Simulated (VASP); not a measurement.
Here is a VASP 6.6.1 calculation.

The input INCAR:

```
SYSTEM = Ga7Si
ALGO = Fast
EDIFF = 1E-6
ENCUT = 520
GGA = PE
ISIF = 2
ISMEAR = 0
ISYM = 0
LASPH = .TRUE.
LCHARG = .FALSE.
LREAL = Auto
LWAVE = .FALSE.
NBANDS = 109
NELM = 100
PREC = Accurate
SIGMA = 0.1
```

Contents of KPOINTS:

```
Automatic mesh
0
Gamma
  3 3 2
  0 0 0.5
```

POSCAR

```
Ga7Si
1.0
    2.9072427394     -5.0206782422      0.0056168504
    2.9843538928      5.0651983877     -0.0114941615
   -0.0094036979     -0.0158064758      9.9719802945
Si Ga
2 14
Direct
    0.2295214067      0.4836116316      0.6429387393
    0.7981959327      0.4924191923      0.6434395138
    0.3859454717      0.3020473756      0.1186450603
    0.1870456287      0.0084247263      0.6176081889
    0.8857952871      0.3058299151      0.1213625404
    0.6632714425     -0.0335885368      0.6177635007
    0.3975887747      0.7956250232      0.1245077252
    0.8939412481      0.7973039314      0.1288739186
    0.7909261747      0.5065700499      0.3809748408
    0.5687090598      0.2021373679      0.8704134018
    0.3026152277      0.5046015519      0.3795265326
    0.0613061126      0.1967925147      0.8770335914
    0.8240950480      1.0135863249      0.3658798973
    0.5801600941      0.7018920292      0.8677147057
    0.3191285332      1.0011626054      0.3627891462
    0.0883563407      0.7249026069      0.8777857307
```

Potentials or basis: VASP PAW PBE potentials, release 64 (Si, Ga_d).

Command:

```bash
$ cat potpaw_PBE.64/Si/POTCAR potpaw_PBE.64/Ga_d/POTCAR > POTCAR
$ mpirun -np 1 vasp_std > vasp.out
```

Question: What does it give for the band gap on the k mesh?

Answer: Zero (bands 95 and 96 overlap by 1.68 eV).

Question: Estimate the largest force.

Answer: 0.025 eV/Å.

Forces in eV/Å, atoms in the order of the input:
```
Si  -0.020  0.014  0.000
Si   0.000 -0.011  0.022
Ga  -0.006 -0.007 -0.006
Ga  -0.009 -0.008  0.005
Ga   0.007 -0.006 -0.003
Ga   0.005  0.011  0.009
Ga   0.002 -0.004 -0.008
Ga   0.001 -0.002  0.000
Ga   0.001  0.015 -0.011
Ga   0.009  0.000 -0.005
Ga   0.000  0.017  0.005
Ga   0.007  0.005  0.000
Ga  -0.007 -0.001 -0.007
Ga   0.005 -0.016 -0.001
Ga  -0.014  0.003  0.002
Ga   0.018 -0.012 -0.003
```

Caveat: the k points lie up to 0.41 Å⁻¹ apart, too coarse for converged energies and pressures of a metal.
